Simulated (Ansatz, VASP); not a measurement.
# CuAu3 in VASP and in Ansatz

```
Cu Au
1.0
     3.98000    0.00000    0.00000
     0.00000    3.98000    0.00000
     0.00000    0.00000    3.94020
Cu Au
1 3
Direct
  0.00000 0.00000 0.00000
  0.00000 0.50000 0.50000
  0.50000 0.00000 0.50000
  0.50000 0.50000 0.00000
```

Change from the starting cell: zz strain of -1 %, crystal datasets.

Alike in both runs: task electric field gradients; functional LDA; k mesh 9 × 9 × 9; occupations fermi-dirac, width 0.05 eV; no spin polarisation.

|  | VASP | Ansatz |
| --- | --- | --- |
| version | VASP 6.6.1 | Ansatz 0.2.0 |
| potentials or method | VASP PAW LDA potentials, release 64 (Cu, Au), cutoff 520 eV | all-electron PAW with datasets made for the crystal, scalar-relativistic |

```tsv
	VASP	Ansatz	Ansatz less VASP
pressure (GPa)	-3.5	-4.0	-0.52
traceless stress, the component that is largest in VASP (GPa)	0.24	0.21	-0.029
size of Vzz on the site where it differs most (V/Å²)	77.2	48.0	-29.22
```

LDA's correlation is that of Perdew and Zunger in VASP and of Perdew and Wang (1992) in Ansatz. Ansatz ran all-electron here, and VASP with PAW potentials.

Spin-orbit coupling is off throughout.
